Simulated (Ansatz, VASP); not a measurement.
## One calculation of Ti, two programs

File INCAR:

```
PREC     = Accurate       # precision mode
ENCUT    = 600            # plane-wave cutoff, eV
EDIFF    = 1E-7           # SCF threshold, eV
ISMEAR   = -1             # smearing method
SIGMA    = 0.05           # smearing width, eV
LREAL    = False          # projectors in reciprocal space
LASPH    = True           # aspherical terms in the spheres
NELM     = 80             # most SCF steps
ALGO     = Normal         # electronic algorithm
ISIF     = 3              # what is computed and relaxed
LWAVE    = False          # write WAVECAR
LCHARG   = False          # write CHGCAR
GGA      = PE             # functional
IBRION   = 2              # ionic algorithm
NSW      = 60             # ionic steps
EDIFFG   = -0.005         # ionic threshold
```

KPOINTS

```
regular mesh
0
Gamma
  17 17 17
```

File POSCAR:

```
Ti
1.0
    0.0000000000      2.0565919077      2.0565919077
    2.0565919077      0.0000000000      2.0565919077
    2.0565919077      2.0565919077      0.0000000000
Ti
1
Direct
    0.0000000000      0.0000000000      0.0000000000
```

Input for Ansatz:

```yaml
crystal:
  lattice:
    - [0.0, 2.0565919077, 2.0565919077]
    - [2.0565919077, 0.0, 2.0565919077]
    - [2.0565919077, 2.0565919077, 0.0]
  atoms:
    - { symbol: Ti, position: [0.0, 0.0, 0.0] }
kpoints:
  mp_grid: { grid: [17, 17, 17] }
scf:
  occupations: { method: fermi_dirac, width: 0.05 }
hamiltonian:
  xc: pbe
  pseudopotentials: { kind: paw }
output:
  forces: true
  stress: true
relax:
  f_tol: 0.005
  max_steps: 40
  cell: {}
```

Alike in both runs: task relaxation of cell and atoms; functional PBE; k mesh 17 × 17 × 17; occupations fermi-dirac, width 0.05 eV; no spin polarisation.

```csv
,VASP,Ansatz
version,VASP 6.6.1,Ansatz 0.2.0
potentials or method,"VASP PAW PBE potentials, release 64 (Ti_sv)","PAW with Ansatz's default frozen-core files, scalar-relativistic"
plane-wave cutoff (eV),600,420
valence electrons in the cell,12,12
```

|  | VASP | Ansatz | Ansatz less VASP |
| --- | --- | --- | --- |
| relaxed volume (Å³/atom) | 17.34 | 17.39 | +0.043 |
| relaxed length of the cell vector where the two differ most in proportion (Å) | 2.906 | 2.908 | +0.0024 |
